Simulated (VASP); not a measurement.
## Pd: single point with LDA

The system is Pd.

```
Pd
1.0
     0.00000    2.84610    2.84610
     2.84610    0.00000    2.84610
     2.84610    2.84610    0.00000
Pd
2
Direct
  0.12500 0.12500 0.12500
  0.87500 0.87500 0.87500
```

This cell differs from its parent crystal: volume scaled by 1.04.

```json
{
 "Program": "VASP 6.6.1",
 "Task": "single point",
 "Functional": "LDA",
 "Potentials or basis": "VASP PAW LDA potentials, release 64 (Pd)",
 "Cutoff": "520 eV",
 "k mesh": "11 × 11 × 11",
 "Occupations": "fermi-dirac, width 0.1 eV",
 "Spin": "no spin polarisation",
 "Dipole correction": "no",
 "Further INCAR settings": "ALGO = Normal; EDIFF = 1e-06; NBANDS = 17"
}
```

```yaml
Pressure: -3.6 GPa
Band_gap_on_the_k_mesh: zero (band 10 reaches 4.34 eV, above the bottom of band 11 at 3.90 eV)
```

Levels at points of the mesh, in eV from the Fermi level:
```tsv
k point	band 7	band 8	band 9	band 10	band 11	band 12	band 13	band 14
(0.00, 0.00, 0.00)	-1.46	-1.46	-1.46	-0.17	-0.17	11.95	11.95	11.95
```

Run time: 34 s on 1 thread of Intel(R) Xeon(R) Platinum 8488C (Sapphire Rapids) (shared host), peak memory 0.17 GiB.
